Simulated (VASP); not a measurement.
# WSe2: single point with r2SCAN

Crystal: WSe2.

```
W Se
1.0
     3.38142    0.00000    0.00000
    -1.69071    2.92839    0.00000
     0.00000    0.00000   14.00349
W Se
2 4
Direct
  0.66667 0.33333 0.75000
  0.33333 0.66667 0.25000
  0.33333 0.66667 0.86710
  0.66667 0.33333 0.36710
  0.33333 0.66667 0.63290
  0.66667 0.33333 0.13290
```

This cell differs from its parent crystal: equal strain along all axes, cell held: +2.0 %, then relaxed in part.

- Program: VASP 6.6.1
- Task: single point
- Functional: r2SCAN
- Potentials or basis: VASP PAW PBE potentials, release 64 (W_sv, Se)
- Cutoff: 520 eV
- k mesh: 12 × 12 × 2
- Occupations: gaussian, width 0.02 eV
- Spin: no spin polarisation

```json
{
  "Pressure": "-2.7 GPa",
  "Largest force": "0.040 eV/Å",
  "Band gap on the k mesh": "1.07 eV, indirect (least direct gap 1.37 eV)"
}
```

Forces in eV/Å, atoms in the order of the input:
```
W    0.000  0.000  0.000
W    0.000  0.000  0.000
Se   0.000  0.000  0.040
Se   0.000  0.000  0.040
Se   0.000  0.000 -0.040
Se   0.000  0.000 -0.040
```

Stress tensor (GPa, compression positive):
```
-3.94  0.00  0.00
 0.00 -3.94  0.00
 0.00  0.00 -0.12
```

Levels at points of the mesh, in eV from the valence-band top:
```tsv
k point	band 23	band 24	band 25	band 26	band 27	band 28	band 29	band 30
(0.00, 0.00, 0.00)	-1.85	-1.52	-0.66	0.00	2.59	2.59	2.61	2.61
(0.50, 0.00, 0.00)	-1.64	-1.56	-1.30	-1.23	1.93	1.95	2.30	2.39
(0.00, 0.00, 0.50)	-1.86	-1.86	-0.21	-0.21	2.60	2.60	2.60	2.60
(0.50, 0.00, 0.50)	-1.60	-1.60	-1.27	-1.27	1.94	1.94	2.35	2.35
```

Run time: 13 min on 1 thread of Intel(R) Xeon(R) Platinum 8259CL CPU @ 2.50GHz (Skylake/Cascade Lake), with other jobs on the host, peak memory 0.4 GiB.

Caveat: the cell differs from its parent crystal (equal strain along all axes, cell held: +2.0 %, then relaxed in part); the PAW data sets were made with another functional, which shifts forces and pressure a little; spin-orbit coupling is left out, which moves the levels of the heavy elements. A k mesh can miss the band edges.
